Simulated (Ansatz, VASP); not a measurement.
# One calculation of Rh, two programs

File INCAR:

```
SYSTEM = Rh
PREC = Accurate
ENCUT = 500
EDIFF = 1E-6
ISMEAR = 0
SIGMA = 0.1
LREAL = .FALSE.
LASPH = .TRUE.
NELM = 120
ALGO = Normal
ISIF = 2
LWAVE = .FALSE.
LCHARG = .FALSE.
GGA = PS
NBANDS = 22
GGA_COMPAT = .FALSE.
```

File KPOINTS:

```
Automatic mesh
0
G
  6 6 6
  0 0 0
```

File POSCAR:

```
Rh
1.0
    1.6491597053      0.9521427998      3.0581689506
   -1.6491597053      0.9521427998      3.0581689506
    0.0000000000     -1.9042855996      3.0581689506
Rh
2
Direct
    0.2275400000      0.2275400000      0.2275400000
    0.7724600000      0.7724600000      0.7724600000
```

Input for Ansatz:

```yaml
crystal:
  lattice:
    - [1.6491597053, 0.9521427998, 3.0581689506]
    - [-1.6491597053, 0.9521427998, 3.0581689506]
    - [0.0, -1.9042855996, 3.0581689506]
  atoms:
    - { symbol: Rh, position: [0.22754, 0.22754, 0.22754] }
    - { symbol: Rh, position: [0.77246, 0.77246, 0.77246] }
basis:
  ecutwfc: 420
kpoints:
  mp_grid: { grid: [6, 6, 6] }
hamiltonian:
  xc: pbesol
scf:
  occupations: { method: gaussian, width: 0.1 }
  lower_state_search: "off"
output:
  forces: true
  stress: true
  eigenvalues: true
```

Alike in both runs: task single point; functional PBEsol; k mesh 6 × 6 × 6; occupations gaussian, width 0.1 eV; no spin polarisation.

|  | VASP | Ansatz |
| --- | --- | --- |
| version | VASP 6.6.1 | Ansatz 0.2.0 |
| potentials or method | VASP PAW PBE potentials, release 64 (Rh_pv), cutoff 500 eV | scalar-relativistic, plane waves, PAW |
| valence electrons in the cell | 30 | 34 |

|  | VASP | Ansatz | Ansatz less VASP |
| --- | --- | --- | --- |
| gap on the k mesh at the Fermi level (eV) | none | none | - |
| rms of the force components (eV/Å) | 3.005 | 2.945 | -0.0599 |

VASP's potentials were made for PBE, not for PBEsol. Atom by atom the forces differ by 0.060 eV/Å (rms over components). A gap of «none» marks a metal or a gap that the smearing closes. With one functional, cell and mesh, what is left measures potentials, basis and numerics. VASP's potentials hold 30 valence electrons a cell and Ansatz's 34, so a difference there can come from the potentials and not from the codes.

The k mesh is coarse, so the values compare programs but aren't converged.
